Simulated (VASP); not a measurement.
A run of VASP 6.6.1 is set up as follows.

File POSCAR:

```
NaH
1.0
    0.0000000000      2.3975122889      2.3975122889
    2.3975122889      0.0000000000      2.3975122889
    2.3975122889      2.3975122889      0.0000000000
Na H
1 1
Direct
    0.0000000000      0.0000000000      0.0000000000
    0.5000000000      0.5000000000      0.5000000000
```

File INCAR.step1:

```
SYSTEM = NaH
PREC = Accurate ; ENCUT = 520
EDIFF = 1E-5 ; ISMEAR = 0
SIGMA = 0.01 ; LREAL = .FALSE.
LASPH = .TRUE. ; NELM = 80
ALGO = Normal ; ISIF = 2
LWAVE = .TRUE. ; LCHARG = .FALSE.
GGA = PE ; NBANDS = 11
```

The input INCAR.step2:

```
SYSTEM = NaH
PREC = Accurate ; ENCUT = 520
EDIFF = 1E-6 ; ISMEAR = 0
SIGMA = 0.01 ; LREAL = .FALSE.
LASPH = .TRUE. ; NELM = 80
ALGO = Normal ; ISIF = 2
LWAVE = .FALSE. ; LCHARG = .FALSE.
GGA = PE ; LHFCALC = .TRUE.
AEXX = 0.25 ; PRECFOCK = Normal
ISTART = 1 ; NBANDS = 11
```

Contents of KPOINTS:

```
Automatic mesh
0
G
  6 6 6
  0 0 0
```

Potentials or basis: VASP PAW PBE potentials, release 64 (Na_pv, H).

Command:

```sh
$ cat potpaw_PBE.64/Na_pv/POTCAR potpaw_PBE.64/H/POTCAR > POTCAR
$ cp INCAR.step1 INCAR
$ mpirun -np 1 vasp_std > vasp.out
$ cp INCAR.step2 INCAR
$ mpirun -np 1 vasp_std > vasp.out
```

(1) Estimate the pressure.

(2) Predict the band gap on the k mesh.

## Answers

(1) 0.2 GPa.

(2) 5.63 eV (least direct gap 6.56 eV).

Caveat: the PAW data sets were made with another functional, which shifts forces and pressure a little.
